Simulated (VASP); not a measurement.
# Ge (Fd-3m) in VASP: G0W0 quasiparticle levels with PBEsol

Aim: the G0W0 quasiparticle levels of Ge with PBEsol.

All numbers are computed with VASP 6.6.1; they aren't measurements. Logs are shortened: lines on timing, memory, paths and dates and some standing lists are left out, and cuts for length are marked.

## (1) The cell of the first run

Symmetry: Fd-3m, No. 227, cubic system. Conventional cell: a = 5.619 Å, b = 5.619 Å, c = 5.619 Å, α = 90.00°, β = 90.00°, γ = 90.00°. Within 3.2 Å of Ge (site symmetry -43m) lie 4 Ge at 2.43 Å.

## (2) G0W0 quasiparticle levels, PBEsol

POSCAR

```
Ge
1.0
    0.0000000000      2.8094867369      2.8094867369
    2.8094867369      0.0000000000      2.8094867369
    2.8094867369      2.8094867369      0.0000000000
Ge
2
Direct
    0.0000000000      0.0000000000      0.0000000000
    0.2500000000      0.2500000000      0.2500000000
```

INCAR.step1

```
ALGO = Normal
EDIFF = 1E-8
ENCUT = 500
GGA = PS
ISMEAR = 0
LASPH = T
LCHARG = F
LREAL = F
LWAVE = T
NELM = 100
PREC = Accurate
SIGMA = 0.01
```

INCAR.step2

```
ALGO = Exact
EDIFF = 1E-8
ENCUT = 500
GGA = PS
ISMEAR = 0
ISTART = 1
LASPH = T
LCHARG = F
LOPTICS = T
LREAL = F
LWAVE = T
NBANDS = 114
NELM = 1
PREC = Accurate
SIGMA = 0.01
```

INCAR.step3

```
ALGO = EVGW0
EDIFF = 1E-8
ENCUT = 500
ENCUTGW = 100.0
GGA = PS
ISMEAR = 0
ISTART = 1
LASPH = T
LCHARG = F
LREAL = F
LWAVE = F
NBANDS = 114
NBANDSGW = 22
NELMGW = 1
NOMEGA = 48
PREC = Accurate
PRECFOCK = Fast
SIGMA = 0.01
```

KPOINTS

```
k-points
0
Gamma
  4 4 4
```

Potentials or basis: VASP PAW PBE potentials, release 64 (Ge_d_GW).

Started as:

```bash
> cat potpaw_PBE.64/Ge_d_GW/POTCAR > POTCAR
> cp INCAR.step1 INCAR
> mpirun -np 1 vasp_std > vasp.out
> cp INCAR.step2 INCAR
> mpirun -np 1 vasp_std > vasp.out
> cp INCAR.step3 INCAR
> mpirun -np 1 vasp_std > vasp.out
```

OUTCAR:

```text
EDIFF = 1E-8
   ENCUT = 500
   ENCUTGW = 100.0
   GGA = PS
   ISMEAR = 0
   ISTART = 1
   LASPH = T
   LREAL = F
   NELMGW = 1
   PREC = Accurate
   PRECFOCK = Fast

 ion  position               nearest neighbor table
   1  0.000  0.000  0.000-   2 2.43   2 2.43   2 2.43   2 2.43
   2  0.250  0.250  0.250-   1 2.43   1 2.43   1 2.43   1 2.43

  LATTYP: Found a face centered cubic cell.
 ALAT       =     5.6189734738

  Lattice vectors:

 A1 = (   0.0000000000,   2.8094867369,   2.8094867369)
 A2 = (   2.8094867369,   0.0000000000,   2.8094867369)
 A3 = (   2.8094867369,   2.8094867369,   0.0000000000)

Analysis of symmetry for initial positions (statically):
=====================================================================
 Subroutine PRICEL returns:
 Original cell was already a primitive cell.

 Routine SETGRP: Setting up the symmetry group for a
 face centered cubic supercell.

 Subroutine GETGRP returns: Found 48 space group operations
 (whereof 24 operations were pure point group operations)
 out of a pool of 48 trial point group operations.

The static configuration has the point symmetry T_d .
 The point group associated with its full space group is O_h .

Analysis of symmetry for dynamics (positions and initial velocities):
=====================================================================
 Subroutine PRICEL returns:
 Original cell was already a primitive cell.

 Routine SETGRP: Setting up the symmetry group for a
 face centered cubic supercell.

 Subroutine GETGRP returns: Found 48 space group operations
 (whereof 24 operations were pure point group operations)
 out of a pool of 48 trial point group operations.

The dynamic configuration has the point symmetry T_d .
 The point group associated with its full space group is O_h .

 Subroutine INISYM returns: Found 48 space group operations
 (whereof 24 operations are pure point group operations),
 and found     1 'primitive' translations

----------------------------------------------------------------------------------------

                                     Primitive cell

  volume of cell :      44.3518

  direct lattice vectors                    reciprocal lattice vectors
     0.000000000  2.809486737  2.809486737    -0.177968450  0.177968450  0.177968450
     2.809486737  0.000000000  2.809486737     0.177968450 -0.177968450  0.177968450
     2.809486737  2.809486737  0.000000000     0.177968450  0.177968450 -0.177968450

  length of vectors
     3.973214247  3.973214247  3.973214247     0.308250398  0.308250398  0.308250398

  position of ions in fractional coordinates (direct lattice)
     0.000000000  0.000000000  0.000000000
     0.250000000  0.250000000  0.250000000

  ion indices of the primitive-cell ions
   primitive index   ion index
                 1           1
                 2           2

----------------------------------------------------------------------------------------

 KPOINTS: k-points

Automatic generation of k-mesh.
 Grid dimensions read from file:
 generate k-points for:    4    4    4

 Generating k-lattice:

  Cartesian coordinates                     Fractional coordinates (reciprocal lattice)
    -0.044492113  0.044492113  0.044492113     0.250000000  0.000000000  0.000000000
     0.044492113 -0.044492113  0.044492113     0.000000000  0.250000000  0.000000000
     0.044492113  0.044492113 -0.044492113     0.000000000  0.000000000  0.250000000

  Length of vectors
     0.077062599  0.077062599  0.077062599

  Shift w.r.t. Gamma in fractional coordinates (k-lattice)
     0.000000000  0.000000000  0.000000000

 Subroutine IBZKPT returns following result:
 ===========================================

 Found      8 irreducible k-points:

 Following reciprocal coordinates:
            Coordinates               Weight
  0.000000  0.000000  0.000000      1.000000
  0.250000  0.000000  0.000000      8.000000
  0.500000  0.000000  0.000000      4.000000
  0.250000  0.250000  0.000000      6.000000
  0.500000  0.250000  0.000000     24.000000
 -0.250000  0.250000  0.000000     12.000000
  0.500000  0.500000  0.000000      3.000000
 -0.250000  0.500000  0.250000      6.000000
   k-points           NKPTS =      8   k-points in BZ     NKDIM =     64   number of bands    NBANDS=    114
   number of dos      NEDOS =    301   number of ions     NIONS =      2
   total plane-waves  NPLWV =  27000
   dimension x,y,z NGX =    30 NGY =   30 NGZ =   30
   dimension x,y,z NGXF=    60 NGYF=   60 NGZF=   60
   ions per type =               2
   NGX,Y,Z   is equivalent  to a cutoff of  12.55, 12.55, 12.55 a.u.
   NGXF,Y,Z  is equivalent  to a cutoff of  25.11, 25.11, 25.11 a.u.
 SYSTEM =  unknown system
   PREC   = accura    normal or accurate (medium, high low for compatibility)
   ISTART =      1    job   : 0-new  1-cont  2-samecut
   ICHARG =      0    charge: 1-file 2-atom 10-const
   ISPIN  =      1    spin polarized calculation?
   LNONCOLLINEAR =      F non collinear calculations
   LSORBIT =      F    spin-orbit coupling
   LASPH  =      T    aspherical Exc in radial PAW
   ENCUT  =  500.0 eV  36.75 Ry    6.06 a.u.   7.24  7.24  7.24*2*pi/ulx,y,z
   NELM   =     60;   NELMIN=  2; NELMDL=  0     # of ELM steps
   EDIFF  = 0.1E-07   stopping-criterion for ELM
   LREAL  =      F    real-space projection
   EDIFFG = 0.1E-06   stopping-criterion for IOM
   NSW    =      0    number of steps for IOM
   IBRION =     -1    ionic relax: 0-MD 1-quasi-New 2-CG
   NFREE  =      0    steps in history (QN), initial steepest desc. (CG)
   ISIF   =      0    stress and relaxation
   ISYM   =      3    0-nonsym 1-usesym 2-fastsym
   POTIM  = 0.5000    time-step for ionic-motion
   TEBEG  =    0.0;   TEEND  =   0.0 temperature during run
   PSTRESS=    0.0 pullay stress
   NELECT =      28.0000    total number of electrons
   NUPDOWN=      -1.0000    fix difference up-down
   EMIN   =  10.00;   EMAX   =-10.00  energy-range for DOS
   EFERMI =   0.00;   METHOD = LEGACY
   ISMEAR =     0;   SIGMA  =   0.01  broadening in eV -4-tet -1-fermi 0-gaus
   EFERMI_NEDOS =   21; number of points for ismear=-14 and -15
   IALGO  =     38    algorithm
   IMIX   =      4    mixing-type and parameters
     AMIX     =   0.40;   BMIX     =  1.00
     AMIX_MAG =   1.60;   BMIX_MAG =  1.00
  volume/ion in A,a.u.               =      22.18       149.65
  Fermi-wavevector in a.u.,A,eV,Ry     =   1.404399  2.653929 26.835269  1.972337
  Thomas-Fermi vector in A             =   2.526965
   LORBIT       =      0    0 simple, 1 ext, 2 COOP (PROOUT), +10 PAW based schemes
   GGA     = PS    functional components
   LHFCALC =     T    Hartree Fock is set to
   PRECFOCK=fast      Normal, Fast or Accurate (Low or Medium for compatibility)
   ENCUT4O =  -1.0   cutoff for four orbital integrals eV
   NKREDX  =     1    reduce k-point grid by
   NKREDY  =     1    reduce k-point grid by
   NKREDZ  =     1    reduce k-point grid by
   AEXX    =    1.0000 exact exchange contribution
   HFSCREEN=    0.0000 screening length (either q_TF or 0.3 A-1)
   HFSCREENC=   0.0000 screening length for correlation (either q_TF or 0.3 A-1)
   ENCUTFOCK=  -1.0 apply spherical cutoff to Coloumb kernel
   IVDW    =     0    specifies the selected vdW correction
   LEPSILON=     F    determine dielectric tensor
   LRPA    =     F    only Hartree local field effects (RPA)
   LRPAFORCE           =     F    calculate RPA forces
   ENCUTGW             = 100.0    cutoff for response function in eV
   ENCUTGWSOFT         =  80.0    soft cutoff for Coulomb kernel in GW response function in eV
   ENCUTLF             =  -1.0    cutoff for local field effects
   NELMGW              =     1    number of iterations in solving QP/BSE equation
   NELMHF              =     1    number of iterations in the inner HF iteration
   NKREDLFX            =     1    NKREDLFY  =   1   NKREDLFZ  =   1
 non-spin polarized calculation
 Gauss-broadening in eV      SIGMA  =   0.01
  energy-cutoff  :      500.00
  volume of cell :       44.35
 maximum number of plane-waves:      1158
 NGX is ok and might be reduce to    30
  NGX = 16; NGY = 16; NGZ = 16
   NGX = 15   NGY = 15   NGZ = 15
 maximum number of plane-waves:       113
 NGX is ok and might be reduce to    14

 QP shifts <psi_nk| G(iteration)W_0 |psi_nk>: iteration 1
 for sc-GW calculations column KS-energies equals QP-energies in previous step
 and V_xc(KS)=  KS-energies - (<T + V_ion + V_H > + <T+V_H+V_ion>^1  + <V_x>^1)

 k-point   1 :       0.0000    0.0000    0.0000
  band No.  KS-energies  QP-energies   sigma(KS)   V_xc(KS)     V^pw_x(r,r')   Z            occupation Imag(sigma)

      1     -21.8529     -25.3169     -28.0589     -22.9595     -37.9379       0.6793       2.0000       0.3771
      2     -21.8529     -25.3169     -28.0589     -22.9595     -37.9379       0.6793       2.0000       0.3771
      3     -21.8529     -25.3169     -28.0589     -22.9595     -37.9379       0.6793       2.0000       0.3771
      4     -21.8146     -25.2682     -28.0558     -22.9491     -37.9187       0.6763       2.0000       0.3843
      5     -21.8146     -25.2682     -28.0558     -22.9491     -37.9187       0.6763       2.0000       0.3843
      6     -21.5918     -25.1300     -28.3338     -23.1416     -38.1438       0.6814       2.0000       0.3690
[... 14 lines left out ...]
     21      12.5011      12.6437     -10.4570     -10.6424      -5.0550       0.7688       0.0000      -0.3627
     22      13.6945      13.7261      -8.1445      -8.1853      -2.3744       0.7720       0.0000      -0.4690

 k-point   2 :       0.2500    0.0000    0.0000
  band No.  KS-energies  QP-energies   sigma(KS)   V_xc(KS)     V^pw_x(r,r')   Z            occupation Imag(sigma)

      1     -21.8718     -25.3302     -28.0338     -22.9384     -37.9150       0.6787       2.0000       0.3860
      2     -21.8718     -25.3302     -28.0338     -22.9384     -37.9150       0.6787       2.0000       0.3860
      3     -21.8433     -25.3126     -28.0644     -22.9604     -37.9436       0.6797       2.0000       0.3829
      4     -21.7845     -25.2483     -28.0964     -22.9825     -37.9534       0.6773       2.0000       0.3743
      5     -21.7845     -25.2483     -28.0964     -22.9825     -37.9534       0.6773       2.0000       0.3743
      6     -21.6189     -25.1342     -28.2984     -23.1343     -38.1188       0.6807       2.0000       0.3410
[... 14 lines left out ...]
     21      11.2875      11.3479      -9.6380      -9.7159      -4.3572       0.7760       0.0000      -0.3303
     22      13.8668      14.0010      -9.0368      -9.2112      -3.1302       0.7696       0.0000      -0.5233
[... 128 lines left out ...]
     21      15.8738      16.0422     -10.5754     -10.7955      -4.6559       0.7645       0.0000      -0.6327
     22      15.8738      16.0422     -10.5754     -10.7955      -4.6559       0.7645       0.0000      -0.6327

 k-point   8 :      -0.2500    0.5000    0.2500
  band No.  KS-energies  QP-energies   sigma(KS)   V_xc(KS)     V^pw_x(r,r')   Z            occupation Imag(sigma)

      1     -21.9030     -25.3403     -28.0000     -22.9152     -37.8901       0.6760       2.0000       0.3913
      2     -21.9030     -25.3403     -28.0000     -22.9152     -37.8901       0.6760       2.0000       0.3913
      3     -21.7533     -25.2341     -28.1348     -23.0128     -37.9912       0.6796       2.0000       0.3816
      4     -21.7533     -25.2341     -28.1348     -23.0128     -37.9912       0.6796       2.0000       0.3816
      5     -21.7016     -25.1887     -28.1936     -23.0586     -38.0320       0.6791       2.0000       0.3561
      6     -21.7016     -25.1887     -28.1936     -23.0586     -38.0320       0.6791       2.0000       0.3561
[... 14 lines left out ...]
     21      16.0515      16.2894     -10.2286     -10.5420      -3.9287       0.7591       0.0000      -0.7044
     22      16.0515      16.2894     -10.2286     -10.5420      -3.9287       0.7591       0.0000      -0.7044
```

Wall time 98 s (1 thread of Intel Xeon 6975P-C (Granite Rapids), shared host); peak memory 0.45 GiB.

Results:

| Quantity | Value |
| --- | --- |
| Quasiparticle gap | 0.81 eV |
| Least direct quasiparticle gap | 1.19 eV |
| Band gap of the starting levels on the mesh | 0.18 eV |
| Least direct gap of the starting levels on the mesh | 0.19 eV |

Caveat: the k points lie up to 0.48 Å⁻¹ apart; bands, screening cutoff and mesh are small and nothing is extrapolated, so the quasiparticle values aren't converged.
